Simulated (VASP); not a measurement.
Te2Mo:

```
Te Mo
1.0
     6.33000    0.00000    0.00000
     0.00000    3.46900    0.00000
    -0.94679    0.00000   13.82762
Te Mo
8 4
Direct
  0.94370 0.75000 0.60450
  0.05630 0.25000 0.39550
  0.90300 0.25000 0.85140
  0.09700 0.75000 0.14860
  0.41120 0.75000 0.89550
  0.58880 0.25000 0.10450
  0.44320 0.25000 0.64840
  0.55680 0.75000 0.35160
  0.81670 0.75000 0.99260
  0.18330 0.25000 0.00740
  0.68190 0.25000 0.49340
  0.31810 0.75000 0.50660
```

Program: VASP 6.6.1. Alike in all runs: task single point; potentials or basis VASP PAW PBE potentials, release 64 (Te, Mo_sv); no spin polarisation; cell as given; k mesh 4 × 8 × 2; cutoff (eV) 520; smearing fermi-dirac 0.05 eV.

Problem. Order these runs on this cell by their pressure, lowest first.
A. level RPBE
B. level PBE
C. level r2SCAN+D3(BJ)
D. level BLYP
E. level RPBE+D3(BJ)

Solution. E (-17.6 GPa), C (0.5 GPa), B (2.5 GPa), A (4.4 GPa), D (8.9 GPa).

Caveats: the PAW data sets were made with another functional, which shifts forces and pressure a little (at least some runs); the cell stands under pressure (at least some runs); the cell stands under tension (at least some runs); three body term missing (at least some runs).
